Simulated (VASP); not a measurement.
# TiNb2Te4 (C2/m) in VASP: single point with PBE

Aim: the single point of TiNb2Te4 with PBE.

Everything below comes from runs of VASP 6.6.1. Logs are shortened: lines on timing, memory, paths and dates and some standing lists are left out, and cuts for length are marked.

**1. The cell of the first run**

It takes space group C2/m (No. 12, monoclinic). Conventional cell: a = 14.577 Å, b = 3.764 Å, c = 6.626 Å, α = 90.00°, β = 110.22°, γ = 90.00°. Within 3.6 Å of Ti (site symmetry 2/m) lie 6 Te at 2.72 to 2.81 Å and 2 Nb at 3.40 Å. Nb (site symmetry m) has 6 Te at 2.78 to 2.94 Å and 4 Nb at 3.07 to 3.76 Å and 1 Ti at 3.40 Å within 3.8 Å. Te (site symmetry m) has 3 Nb at 2.78 to 2.86 Å and 2 Ti at 2.81 Å and 11 Te at 3.76 to 4.24 Å within 4.3 Å. Te (site symmetry m) has 1 Ti at 2.72 Å and 3 Nb at 2.88 to 2.94 Å and 2 Te at 3.52 Å within 3.6 Å.

**2. Single point, PBE**

The input, INCAR:

```
SYSTEM = TiNb2Te4
PREC     = Accurate       ! precision mode
ENCUT    = 520            ! plane-wave cutoff, eV
EDIFF    = 1E-6           ! SCF threshold, eV
ISMEAR   = 0              ! smearing method
SIGMA    = 0.2            ! smearing width, eV
LREAL    = .False.        ! projectors in reciprocal space
LASPH    = .True.         ! aspherical terms in the spheres
NELM     = 100            ! most SCF steps
ALGO     = Normal         ! electronic algorithm
ISIF     = 2              ! what is computed and relaxed
LWAVE    = .False.        ! write WAVECAR
LCHARG   = .True.         ! write CHGCAR
GGA      = PE             ! functional
LELF     = .True.         ! ELF
LVHAR    = .True.       
NBANDS   = 40             ! bands
```

The input, KPOINTS:

```
regular mesh
0
Gamma
  4 4 3
  0 0 0
```

The input, POSCAR:

```
TiNb2Te4
1.0
    7.2799308135     -1.8821728732      0.3562112633
    7.2799308135      1.8821728732      0.3562112633
   -2.5908445643      0.0000000000      6.0988108569
Ti Nb Te
1 2 4
Direct
    0.0000000000      0.0000000000      0.0000000000
    0.2404283408      0.2404283408      0.3108750054
    0.7595716592      0.7595716592      0.6891249946
    0.4060470808      0.4060470808      0.6797114736
    0.5939529192      0.5939529192      0.3202885264
    0.8510767565      0.8510767565      0.1593186351
    0.1489232435      0.1489232435      0.8406813649
```

Potentials or basis: VASP PAW PBE potentials, release 64 (Ti_sv, Nb_sv, Te).

Command:

```console
> cat potpaw_PBE.64/Ti_sv/POTCAR potpaw_PBE.64/Nb_sv/POTCAR potpaw_PBE.64/Te/POTCAR > POTCAR
> mpirun -np 1 vasp_std > vasp.out
```

OUTCAR:

```text
SYSTEM = TiNb2Te4
   PREC = Accurate
   ENCUT = 520
   EDIFF = 1E-6
   ISMEAR = 0
   LREAL = .False.
   LASPH = .True.
   NELM = 100
   ISIF = 2
   GGA = PE

 ion  position               nearest neighbor table
   1  0.000  0.000  0.000-   6 2.72   7 2.72   5 2.81   5 2.81   4 2.81   4 2.81
   2  0.240  0.240  0.311-   4 2.78   5 2.86   5 2.86   6 2.88   6 2.88   7 2.94
   3  0.760  0.760  0.689-   5 2.78   4 2.86   4 2.86   7 2.88   7 2.88   6 2.94
   4  0.406  0.406  0.680-   2 2.78   1 2.81   1 2.81   3 2.86   3 2.86
   5  0.594  0.594  0.320-   3 2.78   1 2.81   1 2.81   2 2.86   2 2.86
   6  0.851  0.851  0.159-   1 2.72   2 2.88   2 2.88   3 2.94   7 3.52   7 3.52
   7  0.149  0.149  0.841-   1 2.72   3 2.88   3 2.88   2 2.94   6 3.52   6 3.52

  LATTYP: Found a base centered monoclinic cell.
 ALAT       =    14.5772808320
 B/A-ratio  =     0.2582337399
 C/A-ratio  =     0.4545641235
 COS(beta)  =    -0.3455448398

  Lattice vectors:

 A1 = (   7.2799308135,  -1.8821728732,   0.3562112633)
 A2 = (   7.2799308135,   1.8821728732,   0.3562112633)
 A3 = (  -2.5908445643,   0.0000000000,   6.0988108569)

Analysis of symmetry for initial positions (statically):
=====================================================================
 Subroutine PRICEL returns:
 Original cell was already a primitive cell.

 Routine SETGRP: Setting up the symmetry group for a
 base centered monoclinic supercell.

 Subroutine GETGRP returns: Found  4 space group operations
 (whereof  4 operations were pure point group operations)
 out of a pool of  4 trial point group operations.

The static configuration has the point symmetry C_2h.

Analysis of symmetry for dynamics (positions and initial velocities):
=====================================================================
 Subroutine PRICEL returns:
 Original cell was already a primitive cell.

 Routine SETGRP: Setting up the symmetry group for a
 base centered monoclinic supercell.

 Subroutine GETGRP returns: Found  4 space group operations
 (whereof  4 operations were pure point group operations)
 out of a pool of  4 trial point group operations.

The dynamic configuration has the point symmetry C_2h.

 Subroutine INISYM returns: Found  4 space group operations
 (whereof  4 operations are pure point group operations),
 and found     1 'primitive' translations

----------------------------------------------------------------------------------------

                                     Primitive cell

  volume of cell :     170.6070

  direct lattice vectors                    reciprocal lattice vectors
     7.279930814 -1.882172873  0.356211263     0.067283400 -0.265650412  0.028582758
     7.279930814  1.882172873  0.356211263     0.067283400  0.265650412  0.028582758
    -2.590844564  0.000000000  6.098810857    -0.007859599  0.000000000  0.160627542

  length of vectors
     7.527738959  7.527738959  6.626308884     0.275525265  0.275525265  0.160819715

  position of ions in fractional coordinates (direct lattice)
     0.000000000  0.000000000  0.000000000
     0.240428341  0.240428341  0.310875005
     0.759571659  0.759571659  0.689124995
     0.406047081  0.406047081  0.679711474
     0.593952919  0.593952919  0.320288526
     0.851076756  0.851076756  0.159318635
     0.148923244  0.148923244  0.840681365

  ion indices of the primitive-cell ions
   primitive index   ion index
                 1           1
                 2           2
                 3           3
                 4           4
                 5           5
                 6           6
                 7           7

----------------------------------------------------------------------------------------

 KPOINTS: regular mesh

Automatic generation of k-mesh.
 Grid dimensions read from file:
 generate k-points for:    4    4    3

 Generating k-lattice:

  Cartesian coordinates                     Fractional coordinates (reciprocal lattice)
     0.016820850 -0.066412603  0.007145689     0.250000000  0.000000000  0.000000000
     0.016820850  0.066412603  0.007145689     0.000000000  0.250000000  0.000000000
    -0.002619866  0.000000000  0.053542514     0.000000000  0.000000000  0.333333333

  Length of vectors
     0.068881316  0.068881316  0.053606572

  Shift w.r.t. Gamma in fractional coordinates (k-lattice)
     0.000000000  0.000000000  0.000000000

 Subroutine IBZKPT returns following result:
 ===========================================

 Found     17 irreducible k-points:

 Following reciprocal coordinates:
            Coordinates               Weight
  0.000000  0.000000  0.000000      1.000000
  0.250000  0.000000  0.000000      4.000000
  0.500000  0.000000  0.000000      2.000000
  0.250000  0.250000  0.000000      2.000000
  0.500000  0.250000  0.000000      4.000000
 -0.250000  0.250000  0.000000      2.000000
[... 9 lines left out ...]
 -0.250000  0.500000  0.333333      4.000000
 -0.250000 -0.250000  0.333333      2.000000
   k-points           NKPTS =     17   k-points in BZ     NKDIM =     17   number of bands    NBANDS=     40
   number of dos      NEDOS =    301   number of ions     NIONS =      7
   total plane-waves  NPLWV = 156800
   dimension x,y,z NGX =    56 NGY =   56 NGZ =   50
   dimension x,y,z NGXF=   112 NGYF=  112 NGZF=  100
   ions per type =               1   2   4
   NGX,Y,Z   is equivalent  to a cutoff of  12.37, 12.37, 12.54 a.u.
   NGXF,Y,Z  is equivalent  to a cutoff of  24.73, 24.73, 25.09 a.u.
 SYSTEM =  TiNb2Te4
   PREC   = accura    normal or accurate (medium, high low for compatibility)
   ISTART =      0    job   : 0-new  1-cont  2-samecut
   ICHARG =      2    charge: 1-file 2-atom 10-const
   ISPIN  =      1    spin polarized calculation?
   LNONCOLLINEAR =      F non collinear calculations
   LSORBIT =      F    spin-orbit coupling
   LASPH  =      T    aspherical Exc in radial PAW
   ENCUT  =  520.0 eV  38.22 Ry    6.18 a.u.  14.00 14.00 12.32*2*pi/ulx,y,z
   NELM   =    100;   NELMIN=  2; NELMDL= -5     # of ELM steps
   EDIFF  = 0.1E-05   stopping-criterion for ELM
   LREAL  =      F    real-space projection
   EDIFFG = 0.1E-04   stopping-criterion for IOM
   NSW    =      0    number of steps for IOM
   IBRION =     -1    ionic relax: 0-MD 1-quasi-New 2-CG
   NFREE  =      0    steps in history (QN), initial steepest desc. (CG)
   ISIF   =      2    stress and relaxation
   ISYM   =      2    0-nonsym 1-usesym 2-fastsym
   POTIM  = 0.5000    time-step for ionic-motion
   TEBEG  =    0.0;   TEEND  =   0.0 temperature during run
   PSTRESS=    0.0 pullay stress
   NELECT =      62.0000    total number of electrons
   NUPDOWN=      -1.0000    fix difference up-down
   EMIN   =  10.00;   EMAX   =-10.00  energy-range for DOS
   EFERMI =   0.00;   METHOD = LEGACY
   ISMEAR =     0;   SIGMA  =   0.20  broadening in eV -4-tet -1-fermi 0-gaus
   EFERMI_NEDOS =   21; number of points for ismear=-14 and -15
   IALGO  =     38    algorithm
   IMIX   =      4    mixing-type and parameters
     AMIX     =   0.40;   BMIX     =  1.00
     AMIX_MAG =   1.60;   BMIX_MAG =  1.00
  volume/ion in A,a.u.               =      24.37       164.47
  Fermi-wavevector in a.u.,A,eV,Ry     =   1.168261  2.207693 18.569685  1.364833
  Thomas-Fermi vector in A             =   2.304750
   LORBIT       =      0    0 simple, 1 ext, 2 COOP (PROOUT), +10 PAW based schemes
   GGA     = PE    functional components
   LHFCALC =     F    Hartree Fock is set to
   AEXX    =    0.0000 exact exchange contribution
   IVDW    =     0    specifies the selected vdW correction
   LEPSILON=     F    determine dielectric tensor
   LRPA    =     F    only Hartree local field effects (RPA)
 non-spin polarized calculation
 Gauss-broadening in eV      SIGMA  =   0.20
  energy-cutoff  :      520.00
  volume of cell :      170.61
 maximum number of plane-waves:      4614
   NGX = 27   NGY = 27   NGZ = 25

 number of electron      61.9999999 magnetization

 Free energy of the ion-electron system (eV)
  ---------------------------------------------------
  ext. energy  EPLUGINS =         0.00000000
  ---------------------------------------------------
  free energy    TOTEN  =       -44.23114958 eV

  energy without entropy =      -44.10618867  energy(sigma->0) =      -44.16866912

 E-fermi :   8.8161     XC(G=0): -10.5026

 val. band max:        8.7996861005   @ k =   0.5000   0.5000   0.3333
 cond. band min:       8.8161221635   @ k =   0.2500   0.0000   0.3333
 fundamental gap:      0.0164360630
 Fermi energy:         8.8160742352

 k-point     1 :       0.0000    0.0000    0.0000
  band No.  band energies     occupation
      1     -48.6639      2.00000
      2     -46.5301      2.00000
      3     -46.4840      2.00000
      4     -24.9791      2.00000
      5     -24.9486      2.00000
      6     -24.9324      2.00000
[... 32 lines left out ...]
     39      10.7646      0.00000
     40      10.8672      0.00000

 k-point     2 :       0.2500    0.0000    0.0000
  band No.  band energies     occupation
      1     -48.6631      2.00000
      2     -46.5217      2.00000
      3     -46.4891      2.00000
      4     -24.9778      2.00000
      5     -24.9475      2.00000
      6     -24.9457      2.00000
[... 32 lines left out ...]
     39      10.9499      0.00000
     40      11.1399      0.00000

 k-point     3 :       0.5000    0.0000    0.0000
  band No.  band energies     occupation
      1     -48.6624      2.00000
      2     -46.5037      2.00000
      3     -46.5037      2.00000
      4     -24.9766      2.00000
      5     -24.9624      2.00000
      6     -24.9428      2.00000
[... 32 lines left out ...]
     39      10.9493      0.00000
     40      10.9622      0.00000

 k-point     4 :       0.2500    0.2500    0.0000
  band No.  band energies     occupation
      1     -48.6639      2.00000
      2     -46.5301      2.00000
      3     -46.4840      2.00000
      4     -24.9790      2.00000
      5     -24.9486      2.00000
      6     -24.9325      2.00000
[... 32 lines left out ...]
     39      10.8863      0.00000
     40      11.3422      0.00000
[... 471 lines left out ...]
     39      10.7355      0.00000
     40      10.9515      0.00000

 k-point    16 :      -0.2500    0.5000    0.3333
  band No.  band energies     occupation
      1     -48.6631      2.00000
      2     -46.5216      2.00000
      3     -46.4892      2.00000
      4     -24.9778      2.00000
      5     -24.9475      2.00000
      6     -24.9457      2.00000
[... 32 lines left out ...]
     39      10.8420      0.00000
     40      10.9308      0.00000

 k-point    17 :      -0.2500   -0.2500    0.3333
  band No.  band energies     occupation
      1     -48.6639      2.00000
      2     -46.5299      2.00000
      3     -46.4842      2.00000
      4     -24.9790      2.00000
      5     -24.9486      2.00000
      6     -24.9325      2.00000
[... 32 lines left out ...]
     39      10.8932      0.00000
     40      10.9616      0.00000

------------------------ aborting loop because EDIFF is reached ----------------------------------------

  FORCE on cell =-STRESS in cart. coord.  units (eV):
  Direction    XX          YY          ZZ          XY          YZ          ZX
  --------------------------------------------------------------------------------------
  -------------------------------------------------------------------------------------
  Total       -0.2578136     -0.4042995     -0.3350374      0.0000000      0.0000000      0.0495585
  in kB       -2.4211383     -3.7967943     -3.1463511      0.0000000      0.0000000      0.4654061
  external PRESSURE =      -3.1214279 kB  Pullay stress =       0.0000000 kB

 VOLUME and BASIS-vectors are now :
 -----------------------------------------------------------------------------
  energy-cutoff  :      520.00
  volume of cell :      170.61
      direct lattice vectors                 reciprocal lattice vectors
     7.279930814 -1.882172873  0.356211263     0.067283400 -0.265650412  0.028582758
     7.279930814  1.882172873  0.356211263     0.067283400  0.265650412  0.028582758
    -2.590844564  0.000000000  6.098810857    -0.007859599  0.000000000  0.160627542

 POSITION                                       TOTAL-FORCE (eV/Angst)
 -----------------------------------------------------------------------------------
      0.00000      0.00000      0.00000        -0.000000      0.000000      0.000000
      2.69517      0.00000      2.06725        -0.011914      0.000000      0.021420
      9.27384      0.00000      4.74398         0.011914      0.000000     -0.021420
      4.15096      0.00000      4.43471        -0.033616      0.000000      0.004045
      7.81805      0.00000      2.37652         0.033616      0.000000     -0.004045
     11.97879      0.00000      1.57798        -0.003737      0.000000     -0.011548
     -0.00977      0.00000      5.23325         0.003737      0.000000      0.011548
 -----------------------------------------------------------------------------------
    total drift:                                0.000000     -0.000000     -0.000000

  FREE ENERGIE OF THE ION-ELECTRON SYSTEM (eV)
  ---------------------------------------------------
  free  energy   TOTEN  =       -44.2311495754 eV

  energy  without entropy=      -44.1061886704  energy(sigma->0) =      -44.16866912
```

It took 5.7 min on 1 thread of Intel Xeon Platinum 8488C (Sapphire Rapids), shared host; peak memory 0.43 GiB.

What came out:

| Property | Result |
| --- | --- |
| Free energy | -44.2311 eV |
| Pressure | -0.3 GPa |
| Largest force | 0.034 eV/Å |
| Band gap on the k mesh | zero (bands 31 and 32 overlap by 0.52 eV) |

Forces on the atoms (eV/Å):
```
Ti   0.000  0.000  0.000
Nb  -0.012  0.000  0.021
Nb   0.012  0.000 -0.021
Te  -0.034  0.000  0.004
Te   0.034  0.000 -0.004
Te  -0.004  0.000 -0.012
Te   0.004  0.000  0.012
```

Caveat: the k points lie up to 0.43 Å⁻¹ apart, too coarse for converged energies and pressures of a metal; spin-orbit coupling is left out, which moves the levels of the heavy elements.
